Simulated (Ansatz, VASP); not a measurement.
# Tl in VASP and in Ansatz

INCAR

```
PREC = Accurate
ENCUT = 520
EDIFF = 1E-6
ISMEAR = 0
SIGMA = 0.1
LREAL = F
LASPH = T
NELM = 100
ALGO = Fast
ISIF = 2
LWAVE = F
LCHARG = F
GGA = PS
NBANDS = 34
```

File KPOINTS:

```
regular mesh
0
Gamma
  12 12 4
```

The input POSCAR:

```
Tl
1.0
    3.4482539249      0.0000000000      0.0315777382
   -1.7241269624      3.2767627203     -0.0157888691
    0.1013904417      0.0000000000     12.0225406051
Tl
4
Direct
    0.0777026554      0.0548138101      0.0088484220
    0.2628152544      0.6262220195      0.2411515780
    0.0228888453     -0.0548138101      0.5088484220
    0.6365932449      0.3737779805      0.7411515780
```

Input for Ansatz:

```yaml
crystal:
  lattice:
    - [3.4482539249, 0.0, 0.0315777382]
    - [-1.7241269624, 3.2767627203, -0.0157888691]
    - [0.1013904417, 0.0, 12.0225406051]
  atoms:
    - { symbol: Tl, position: [0.0777026554, 0.0548138101, 0.008848422] }
    - { symbol: Tl, position: [0.2628152544, 0.6262220195, 0.241151578] }
    - { symbol: Tl, position: [0.0228888453, -0.0548138101, 0.508848422] }
    - { symbol: Tl, position: [0.6365932449, 0.3737779805, 0.741151578] }
basis:
  ecutwfc: 420
kpoints:
  mp_grid: { grid: [12, 12, 4] }
hamiltonian:
  xc: pbesol
scf:
  occupations: { method: gaussian, width: 0.1 }
output:
  forces: true
  stress: true
  eigenvalues: true
  populations: true
```

Alike in both runs: task single point; functional PBEsol; k mesh 12 × 12 × 4; occupations gaussian, width 0.1 eV; no spin polarisation.

|  | VASP | Ansatz |
| --- | --- | --- |
| version | VASP 6.6.1 | Ansatz 0.2.0 |
| potentials or method | VASP PAW PBE potentials, release 64 (Tl_d), cutoff 520 eV | scalar-relativistic, plane waves, PAW |
| valence electrons in the cell | 52 | 52 |

Ansatz gave:

```
gap on the k mesh at the Fermi level (eV)                     : none
pressure (GPa)                                                : -3.6
traceless stress, the component that is largest in VASP (GPa) : -0.17
rms of the force components (eV/Å)                            : 0.113
```

Q: Which values does VASP return?

A: gap on the k mesh at the Fermi level (eV): none; pressure (GPa): -3.7; traceless stress, the component that is largest in VASP (GPa): -0.16; rms of the force components (eV/Å): 0.113.

VASP's potentials were made for PBE, not for PBEsol. Atom by atom the forces differ by 0.000 eV/Å (rms over components). A gap of «none» marks a metal or a gap that the smearing closes. With one functional, cell and mesh, what is left measures potentials, basis and numerics.

Spin-orbit coupling is off throughout.
